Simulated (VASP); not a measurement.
# GaP2 in VASP: notebook, part 2 of 2

VASP 6.6.1.

## (3) Relaxation of cell and atoms, PBE

This run uses another cell than the first one, of 16.66 Å³/atom.

Input file INCAR:

```
SYSTEM = GaP2
PREC     = Accurate       ! precision mode
ENCUT    = 600            ! plane-wave cutoff, eV
EDIFF    = 1E-6           ! SCF threshold, eV
ISMEAR   = 0              ! smearing method
SIGMA    = 0.1            ! smearing width, eV
LREAL    = .FALSE.        ! projectors in reciprocal space
LASPH    = .TRUE.         ! aspherical terms in the spheres
NELM     = 100            ! most SCF steps
ALGO     = Normal         ! electronic algorithm
ISIF     = 3              ! what is computed and relaxed
LWAVE    = .FALSE.        ! write WAVECAR
LCHARG   = .FALSE.        ! write CHGCAR
GGA      = PE             ! functional
IBRION   = 2              ! ionic algorithm
NSW      = 100            ! ionic steps
EDIFFG   = -0.01          ! ionic threshold
```

Input file KPOINTS:

```
regular mesh
0
G
  18 18 6
  0 0 0
```

Input file POSCAR:

```
GaP2
1.0
    2.5309059691      0.0000000000      0.0000000000
    0.0000000000      2.5309059691      0.0000000000
    0.0000000000      0.0000000000      7.8041701111
Ga P
1 2
Direct
    0.0000000000      0.0000000000      0.5000000000
    0.0000000000      0.0000000000      0.8480109076
    0.0000000000      0.0000000000      0.1519890924
```

Potentials or basis: VASP PAW PBE potentials, release 64 (Ga_d, P).

Started as:

```
> cat potpaw_PBE.64/Ga_d/POTCAR potpaw_PBE.64/P/POTCAR > POTCAR
> mpirun -np 1 vasp_std > vasp.out
```

OUTCAR:

```text
SYSTEM = GaP2
   PREC = Accurate
   ENCUT = 600
   EDIFF = 1E-6
   ISMEAR = 0
   LREAL = .FALSE.
   LASPH = .TRUE.
   NELM = 100
   ISIF = 3
   GGA = PE
   IBRION = 2
   NSW = 100
   EDIFFG = -0.01

 ion  position               nearest neighbor table
   1  0.000  0.000  0.500-   2 2.72   3 2.72
   2  0.000  0.000  0.848-   3 2.37   1 2.72
   3  0.000  0.000  0.152-   2 2.37   1 2.72

  LATTYP: Found a simple tetragonal cell.
 ALAT       =     2.5309059691
 C/A-ratio  =     3.0835480284

  Lattice vectors:

 A1 = (   2.5309059691,   0.0000000000,   0.0000000000)
 A2 = (   0.0000000000,   2.5309059691,   0.0000000000)
 A3 = (   0.0000000000,   0.0000000000,   7.8041701111)

Analysis of symmetry for initial positions (statically):
=====================================================================
 Subroutine PRICEL returns:
 Original cell was already a primitive cell.

 Routine SETGRP: Setting up the symmetry group for a
 simple tetragonal supercell.

 Subroutine GETGRP returns: Found 16 space group operations
 (whereof 16 operations were pure point group operations)
 out of a pool of 16 trial point group operations.

The static configuration has the point symmetry D_4h.

Analysis of symmetry for dynamics (positions and initial velocities):
=====================================================================
 Subroutine PRICEL returns:
 Original cell was already a primitive cell.

 Routine SETGRP: Setting up the symmetry group for a
 simple tetragonal supercell.

 Subroutine GETGRP returns: Found 16 space group operations
 (whereof 16 operations were pure point group operations)
 out of a pool of 16 trial point group operations.

The dynamic configuration has the point symmetry D_4h.

 Subroutine INISYM returns: Found 16 space group operations
[... 138 lines left out ...]
--------------------------------------- Ionic step        1  -------------------------------------------

 number of electron      23.0000005 magnetization

 Free energy of the ion-electron system (eV)
  ---------------------------------------------------
  ext. energy  EPLUGINS =         0.00000000
  ---------------------------------------------------
  free energy    TOTEN  =       -13.17197059 eV

  energy without entropy =      -13.16440789  energy(sigma->0) =      -13.16818924

------------------------ aborting loop because EDIFF is reached ----------------------------------------

  FORCE on cell =-STRESS in cart. coord.  units (eV):
  Direction    XX          YY          ZZ          XY          YZ          ZX
  --------------------------------------------------------------------------------------
  -------------------------------------------------------------------------------------
  Total        0.3023379      0.3023379     -0.3005443      0.0000000     -0.0000000      0.0000000
  in kB        9.6900156      9.6900156     -9.6325280      0.0000000     -0.0000000      0.0000000
  external PRESSURE =       3.2491677 kB  Pullay stress =       0.0000000 kB
[... 283 lines left out ...]
--------------------------------------- Ionic step        9  -------------------------------------------

 number of electron      23.0000009 magnetization

 Free energy of the ion-electron system (eV)
  ---------------------------------------------------
  ext. energy  EPLUGINS =         0.00000000
  ---------------------------------------------------
  free energy    TOTEN  =       -13.18592086 eV

  energy without entropy =      -13.17879320  energy(sigma->0) =      -13.18235703

 E-fermi :   7.1935     XC(G=0): -10.8752

 val. band max:        7.1862394050   @ k =   0.3333   0.2222   0.3333
 cond. band min:       7.1975827977   @ k =   0.5000   0.3889   0.1667
 fundamental gap:      0.0113433927
 Fermi energy:         7.1934520646

 k-point     1 :       0.0000    0.0000    0.0000
  band No.  band energies     occupation
      1      -8.1480      2.00000
      2      -8.1479      2.00000
      3      -7.8455      2.00000
      4      -7.5154      2.00000
      5      -7.5154      2.00000
      6      -7.3930      2.00000
      7      -5.2381      2.00000
      8      -2.8912      2.00000
      9       2.5881      2.00000
     10       4.3720      2.00000
     11      11.4009      0.00000
     12      11.4009      0.00000
     13      13.1999      0.00000
     14      13.4283      0.00000
[... 401 lines left out ...]
      2      -7.7432      2.00000
      3      -7.6170      2.00000
      4      -7.5878      2.00000
      5      -7.5304      2.00000
      6      -5.6815      2.00000
      7      -2.8046      2.00000
      8      -0.2019      2.00000
      9       2.4444      2.00000
     10       4.5870      2.00000
     11       4.7986      2.00000
     12       6.9394      1.99967
     13       8.4032      0.00000
     14      10.5384      0.00000
     15      12.8218      0.00000

 [... further k-points ...]

------------------------ aborting loop because EDIFF is reached ----------------------------------------

  FORCE on cell =-STRESS in cart. coord.  units (eV):
  Direction    XX          YY          ZZ          XY          YZ          ZX
  --------------------------------------------------------------------------------------
  -------------------------------------------------------------------------------------
  Total       -0.0181516     -0.0181516      0.0171887      0.0000000     -0.0000000      0.0000000
  in kB       -0.5724846     -0.5724846      0.5421157      0.0000000     -0.0000000      0.0000000
  external PRESSURE =      -0.2009512 kB  Pullay stress =       0.0000000 kB
[... 18 lines left out ...]
  FREE ENERGIE OF THE ION-ELECTRON SYSTEM (eV)
  ---------------------------------------------------
  free  energy   TOTEN  =       -13.1859208588 eV

  energy  without entropy=      -13.1787932045  energy(sigma->0) =      -13.18235703

 reached required accuracy - stopping structural energy minimisation
```

OSZICAR:

```text
N       E                     dE             d eps       ncg     rms          rms(c)
DAV:   1     0.121494006032E+03    0.12149E+03   -0.12047E+04  6600   0.225E+03
DAV:   2    -0.334368397486E+01   -0.12484E+03   -0.12329E+03  7398   0.405E+02
DAV:   3    -0.130090499925E+02   -0.96654E+01   -0.94001E+01  8722   0.854E+01
[... 65 lines left out ...]
       N       E                     dE             d eps       ncg     rms          rms(c)
DAV:   1    -0.131859261660E+02   -0.31836E-05   -0.12163E-04  7783   0.122E-01    0.126E-02
DAV:   2    -0.131859223295E+02    0.38365E-05   -0.10235E-05  8270   0.524E-02    0.656E-03
DAV:   3    -0.131859209126E+02    0.14169E-05   -0.22211E-06  5278   0.160E-02    0.177E-03
DAV:   4    -0.131859208588E+02    0.53764E-07   -0.51842E-07  3566   0.652E-03
   9 F= -.13185921E+02 E0= -.13182357E+02  d E =-.101349E-02
```

Wall time 4.6 min (1 thread of Intel Xeon 6975P-C (Granite Rapids), shared host); peak memory 0.32 GiB.

Results:

| Item | Value |
| --- | --- |
| Free energy | -13.1859 eV |
| Relaxed volume | 16.93 Å³/atom |
| Relaxed cell | a = 2.559 Å, b = 2.559 Å, c = 7.755 Å, α = 90.00°, β = 90.00°, γ = 90.00° |
| Space group after relaxing (to 0.1 Å) | P4/mmm (No. 123) |
| Energy gained by relaxing | 4.7 meV/atom |
| Ionic steps | 9 |
| Pressure after relaxing | 0.0 GPa |
| Band gap on the k mesh | zero (an odd number of electrons rules out a gap without spin polarisation) |

Stress tensor (GPa, compression positive):
```
-0.06  0.00  0.00
 0.00 -0.06  0.00
 0.00  0.00  0.05
```

Step by step:
| step | energy change (eV) | largest force (eV/Å) | pressure (GPa) | volume (Å³) |
| --- | --- | --- | --- | --- |
| 1 | 0.0000 | 0.1952 | 0.32 | 49.99 |
| 2 | -0.0066 | 0.1799 | 0.06 | 50.23 |
| 3 | -0.0114 | 0.1155 | -0.25 | 50.67 |
| 4 | -0.0129 | 0.0039 | 0.34 | 50.48 |
| 5 | -0.0129 | 0.0015 | 0.28 | 50.49 |
| 6 | -0.0139 | 0.0004 | 0.04 | 50.73 |
| 7 | -0.0139 | 0.0007 | -0.06 | 50.79 |
| 8 | -0.0140 | 0.0004 | -0.13 | 50.81 |
| 9 | -0.0140 | 0.0009 | -0.02 | 50.80 |

Final structure:
```yaml
crystal:
  lattice:
    - [2.55942, 0.00000, 0.00000]
    - [0.00000, 2.55942, 0.00000]
    - [0.00000, 0.00000, 7.75492]
  atoms:
    - { symbol: Ga, position: [0.00000, 0.00000, 0.50000] }
    - { symbol: P, position: [0.00000, 0.00000, 0.85334] }
    - { symbol: P, position: [0.00000, 0.00000, 0.14666] }
```

Levels at points of the mesh, in eV from the Fermi level:
| k point | band 10 | band 11 | band 12 | band 13 | band 14 | band 15 |
| --- | --- | --- | --- | --- | --- | --- |
| (0.00, 0.00, 0.00) | -2.82 | 4.21 | 4.21 | 6.01 | 6.23 | 6.23 |
| (0.50, 0.00, 0.00) | -5.22 | -3.25 | -1.02 | 0.89 | 4.10 | 5.67 |
| (0.50, 0.50, 0.00) | -2.47 | -2.47 | -1.46 | 0.75 | 0.75 | 1.88 |
| (0.00, 0.00, 0.50) | 1.28 | 1.42 | 4.23 | 4.23 | 6.17 | 6.17 |
| (0.50, 0.00, 0.50) | -3.83 | -3.82 | -2.69 | 2.41 | 4.58 | 5.02 |
| (0.50, 0.50, 0.50) | -2.64 | -2.64 | -0.97 | 1.14 | 1.14 | 1.98 |
